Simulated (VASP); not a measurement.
# Fe (Im-3m) in VASP: single point with LDA

Aim: the single point of Fe with LDA.

Program: VASP 6.6.1. These are calculated values, not measurements. Logs are shortened: lines on timing, memory, paths and dates and some standing lists are left out, and cuts for length are marked.

## (1) The cell of the first run

It takes space group Im-3m (No. 229, cubic). Conventional cell: a = 2.751 Å, b = 2.751 Å, c = 2.751 Å, α = 90.00°, β = 90.00°, γ = 90.00°. Fe (site symmetry m-3m) has 14 Fe at 2.38 to 2.75 Å within 3.1 Å.

## (2) Single point, LDA, collinear spin, ferromagnetic start

File INCAR:

```
  ALGO = Normal
  EDIFF = 1E-6
  ENCUT = 520
  GGA = CA
  ISIF = 2
  ISMEAR = 0
  ISPIN = 2
  ISYM = 0
  LASPH = T
  LCHARG = F
  LMAXMIX = 4
  LORBIT = 11
  LREAL = F
  LWAVE = F
  MAGMOM = 2.19
  NBANDS = 14
  NELM = 150
  PREC = Accurate
  SIGMA = 0.1
```

File KPOINTS:

```
k-points
0
Gamma
  15 15 18
```

File POSCAR:

```
Fe
1.0
    2.3821020009      0.0000000000      0.0000000000
   -0.7940340003      2.2458673044      0.0000000000
    0.7940340003      1.1229336522      1.9449781392
Fe
1
Direct
    0.0000000000      0.0000000000      0.0000000000
```

Potentials or basis: VASP PAW LDA potentials, release 64 (Fe).

On the command line:

```bash
> cat potpaw_LDA.64/Fe/POTCAR > POTCAR
> mpirun -np 1 vasp_std > vasp.out
```

OUTCAR:

```text
EDIFF = 1E-6
   ENCUT = 520
   GGA = CA
   ISIF = 2
   ISMEAR = 0
   ISPIN = 2
   ISYM = 0
   LASPH = T
   LORBIT = 11
   LREAL = F
   NELM = 150
   PREC = Accurate

 ion  position               nearest neighbor table
   1  0.000  0.000  0.000-

IMPORTANT INFORMATION: All symmetrisations will be switched off!
NOSYMM: (Re-)initialisation of all symmetry stuff for point group C_1.

----------------------------------------------------------------------------------------

                                     Primitive cell

  volume of cell :      10.4054

  direct lattice vectors                    reciprocal lattice vectors
     2.382102001  0.000000000  0.000000000     0.419797305  0.148420761 -0.257072298
    -0.794034000  2.245867304  0.000000000     0.000000000  0.445262282 -0.257072298
     0.794034000  1.122933652  1.944978139     0.000000000  0.000000000  0.514144596

  length of vectors
     2.382102001  2.382102001  2.382102001     0.514144596  0.514144596  0.514144596

  position of ions in fractional coordinates (direct lattice)
     0.000000000  0.000000000  0.000000000

  ion indices of the primitive-cell ions
   primitive index   ion index
                 1           1

----------------------------------------------------------------------------------------

 KPOINTS: k-points

Automatic generation of k-mesh.
 Grid dimensions read from file:
 generate k-points for:   15   15   18

 Generating k-lattice:

  Cartesian coordinates                     Fractional coordinates (reciprocal lattice)
     0.027986487  0.009894717 -0.017138153     0.066666667  0.000000000  0.000000000
     0.000000000  0.029684152 -0.017138153     0.000000000  0.066666667  0.000000000
     0.000000000  0.000000000  0.028563589     0.000000000  0.000000000  0.055555556

  Length of vectors
     0.034276306  0.034276306  0.028563589

  Shift w.r.t. Gamma in fractional coordinates (k-lattice)
     0.000000000  0.000000000  0.000000000

 -----------------------------------------------------------------------------
|                                                                             |
|           W    W    AA    RRRRR   N    N  II  N    N   GGGG   !!!           |
|           W    W   A  A   R    R  NN   N  II  NN   N  G    G  !!!           |
|           W    W  A    A  R    R  N N  N  II  N N  N  G       !!!           |
|           W WW W  AAAAAA  RRRRR   N  N N  II  N  N N  G  GGG   !            |
|           WW  WW  A    A  R   R   N   NN  II  N   NN  G    G                |
|           W    W  A    A  R    R  N    N  II  N    N   GGGG   !!!           |
|                                                                             |
|     Your reciprocal lattice and k-lattice belong to different lattice       |
|     classes:                                                                |
|                                                                             |
|        The reciprocal lattice is face-centered cubic,                       |
|        whereas your k-lattice is base-centered monoclinic.                  |
|                                                                             |
|     Results are often still useful ...                                      |
|                                                                             |
 -----------------------------------------------------------------------------

 WARNING: IBZKPT: internal override: KBLOWUP is changed to .FALSE.
      ... skipping the blow-up phase ...

 Subroutine IBZKPT returns following result:
 ===========================================

 Found   2026 irreducible k-points:

 Following reciprocal coordinates:
            Coordinates               Weight
  0.000000  0.000000  0.000000      1.000000
  0.066667  0.000000  0.000000      2.000000
  0.133333  0.000000 -0.000000      2.000000
  0.200000 -0.000000 -0.000000      2.000000
  0.266667  0.000000 -0.000000      2.000000
  0.333333 -0.000000  0.000000      2.000000
[... 16 lines left out ...]
 -0.066667  0.066667  0.000000      2.000000
  0.000000  0.133333  0.000000      2.000000
 [... further k-points ...]
   k-points           NKPTS =   2026   k-points in BZ     NKDIM =   2026   number of bands    NBANDS=     14
   number of dos      NEDOS =    301   number of ions     NIONS =      1
   total plane-waves  NPLWV =   5832
   dimension x,y,z NGX =    18 NGY =   18 NGZ =   18
   dimension x,y,z NGXF=    36 NGYF=   36 NGZF=   36
   ions per type =               1
   NGX,Y,Z   is equivalent  to a cutoff of  12.56, 12.56, 12.56 a.u.
   NGXF,Y,Z  is equivalent  to a cutoff of  25.12, 25.12, 25.12 a.u.
 SYSTEM =  unknown system
   PREC   = accura    normal or accurate (medium, high low for compatibility)
   ISTART =      0    job   : 0-new  1-cont  2-samecut
   ICHARG =      2    charge: 1-file 2-atom 10-const
   ISPIN  =      2    spin polarized calculation?
   LNONCOLLINEAR =      F non collinear calculations
   LSORBIT =      F    spin-orbit coupling
   LASPH  =      T    aspherical Exc in radial PAW
   ENCUT  =  520.0 eV  38.22 Ry    6.18 a.u.   4.43  4.43  4.43*2*pi/ulx,y,z
   NELM   =    150;   NELMIN=  2; NELMDL= -5     # of ELM steps
   EDIFF  = 0.1E-05   stopping-criterion for ELM
   LREAL  =      F    real-space projection
   EDIFFG = 0.1E-04   stopping-criterion for IOM
   NSW    =      0    number of steps for IOM
   IBRION =     -1    ionic relax: 0-MD 1-quasi-New 2-CG
   NFREE  =      0    steps in history (QN), initial steepest desc. (CG)
   ISIF   =      2    stress and relaxation
   ISYM   =      0    0-nonsym 1-usesym 2-fastsym
   POTIM  = 0.5000    time-step for ionic-motion
   TEBEG  =    0.0;   TEEND  =   0.0 temperature during run
   PSTRESS=    0.0 pullay stress
   NELECT =       8.0000    total number of electrons
   NUPDOWN=      -1.0000    fix difference up-down
   EMIN   =  10.00;   EMAX   =-10.00  energy-range for DOS
   EFERMI =   0.00;   METHOD = LEGACY
   ISMEAR =     0;   SIGMA  =   0.10  broadening in eV -4-tet -1-fermi 0-gaus
   EFERMI_NEDOS =   21; number of points for ismear=-14 and -15
   IALGO  =     38    algorithm
   IMIX   =      4    mixing-type and parameters
     AMIX     =   0.40;   BMIX     =  1.00
     AMIX_MAG =   1.60;   BMIX_MAG =  1.00
  volume/ion in A,a.u.               =      10.41        70.22
  Fermi-wavevector in a.u.,A,eV,Ry     =   1.499749  2.834114 30.602844  2.249246
  Thomas-Fermi vector in A             =   2.611338
   LORBIT       =     11    0 simple, 1 ext, 2 COOP (PROOUT), +10 PAW based schemes
   GGA     = CA    functional components
   LHFCALC =     F    Hartree Fock is set to
   AEXX    =    0.0000 exact exchange contribution
   IVDW    =     0    specifies the selected vdW correction
   LEPSILON=     F    determine dielectric tensor
   LRPA    =     F    only Hartree local field effects (RPA)
 spin polarized calculation
 Gauss-broadening in eV      SIGMA  =   0.10
  energy-cutoff  :      520.00
  volume of cell :       10.41
 maximum number of plane-waves:       321
 NGX is ok and might be reduce to    18
   NGX =  9   NGY =  9   NGZ =  9

 number of electron       7.9999993 magnetization       1.9434864

 Free energy of the ion-electron system (eV)
  ---------------------------------------------------
  ext. energy  EPLUGINS =         0.00000000
  ---------------------------------------------------
  free energy    TOTEN  =        -9.22748364 eV

  energy without entropy =       -9.22296175  energy(sigma->0) =       -9.22522270

 E-fermi :   6.6938     XC(G=0): -13.9202

 val. band max:        6.6925954579   @ k =   0.4000  -0.4667   0.2778
 cond. band min:       6.6939760261   @ k =  -0.2667  -0.4000   0.4444
 fundamental gap:      0.0013805682
 Fermi energy:         6.6937571622

 spin component 1

 k-point     1 :       0.0000    0.0000    0.0000
  band No.  band energies     occupation
      1      -2.3875      1.00000
      2       4.2052      1.00000
      3       4.2103      1.00000
      4       4.2145      1.00000
      5       5.7542      1.00000
      6       5.7546      1.00000
      7      32.3792      0.00000
      8      32.3807      0.00000
      9      32.3827      0.00000
     10      38.1205      0.00000
     11      38.1206      0.00000
     12      40.7959      0.00000
     13      40.8007      0.00000
     14      40.8048      0.00000
[... 375 lines left out ...]
 k-point    24 :       0.0000    0.1333    0.0000
  band No.  band energies     occupation
      1      -1.6180      1.00000
      2       3.9853      1.00000
      3       4.1658      1.00000
      4       4.6551      1.00000
      5       5.5701      1.00000
      6       5.7750      1.00000
      7      28.7833      0.00000
      8      31.2388      0.00000
      9      32.1040      0.00000
     10      36.2618      0.00000
     11      37.2264      0.00000
     12      37.2306      0.00000
     13      40.5345      0.00000
     14      42.6156      0.00000

 [... further k-points ...]

 Fermi energy:         6.6937571622

 spin component 2

 k-point     1 :       0.0000    0.0000    0.0000
  band No.  band energies     occupation
      1      -2.0177      1.00000
      2       5.7816      1.00000
      3       5.7849      1.00000
      4       5.7866      1.00000
      5       7.8472      0.00000
      6       7.8479      0.00000
      7      32.5497      0.00000
      8      32.5511      0.00000
      9      32.5521      0.00000
     10      38.5933      0.00000
     11      38.5939      0.00000
     12      41.5710      0.00000
     13      41.5738      0.00000
     14      41.5758      0.00000
[... 375 lines left out ...]
 k-point    24 :       0.0000    0.1333    0.0000
  band No.  band energies     occupation
      1      -1.2412      1.00000
      2       5.5315      1.00000
      3       5.7178      1.00000
      4       6.2575      1.00000
      5       7.6181      0.00000
      6       7.8707      0.00000
      7      29.2774      0.00000
      8      31.5359      0.00000
      9      32.4329      0.00000
     10      37.0502      0.00000
     11      37.6543      0.00000
     12      37.9339      0.00000
     13      40.9888      0.00000
     14      43.2610      0.00000

 [... further k-points ...]

------------------------ aborting loop because EDIFF is reached ----------------------------------------

  FORCE on cell =-STRESS in cart. coord.  units (eV):
  Direction    XX          YY          ZZ          XY          YZ          ZX
  --------------------------------------------------------------------------------------
  -------------------------------------------------------------------------------------
  Total       -0.0776404     -0.0795528     -0.0923164     -0.0027047      0.0012325      0.0008715
  in kB      -11.9547199    -12.2491689    -14.2144630     -0.4164617      0.1897765      0.1341833
  external PRESSURE =     -12.8061173 kB  Pullay stress =       0.0000000 kB

 VOLUME and BASIS-vectors are now :
 -----------------------------------------------------------------------------
  energy-cutoff  :      520.00
  volume of cell :       10.41
      direct lattice vectors                 reciprocal lattice vectors
     2.382102001  0.000000000  0.000000000     0.419797305  0.148420761 -0.257072298
    -0.794034000  2.245867304  0.000000000     0.000000000  0.445262282 -0.257072298
     0.794034000  1.122933652  1.944978139     0.000000000  0.000000000  0.514144596

 POSITION                                       TOTAL-FORCE (eV/Angst)
 -----------------------------------------------------------------------------------
      0.00000      0.00000      0.00000        -0.000000     -0.000000      0.000000
 -----------------------------------------------------------------------------------
    total drift:                               -0.000000     -0.000000      0.000000

  FREE ENERGIE OF THE ION-ELECTRON SYSTEM (eV)
  ---------------------------------------------------
  free  energy   TOTEN  =        -9.2274836448 eV

  energy  without entropy=       -9.2229617528  energy(sigma->0) =       -9.22522270

 total charge

# of ion       s       p       d       tot
------------------------------------------
    1        0.527   0.616   6.332   7.475

 magnetization (x)

# of ion       s       p       d       tot
------------------------------------------
    1       -0.009  -0.034   1.954   1.911
```

Run time: 3.3 min. Hardware: 1 thread of Intel Xeon 6975P-C (Granite Rapids), shared host; peak memory 0.55 GiB.

What came out:

| Property | Result |
| --- | --- |
| Free energy | -9.2275 eV |
| Pressure | -1.3 GPa |
| Net moment | 1.94 μB per cell |
| Site moments | Fe +1.91 μB |
| Valence electrons inside the program's atomic spheres | Fe 7.47 |
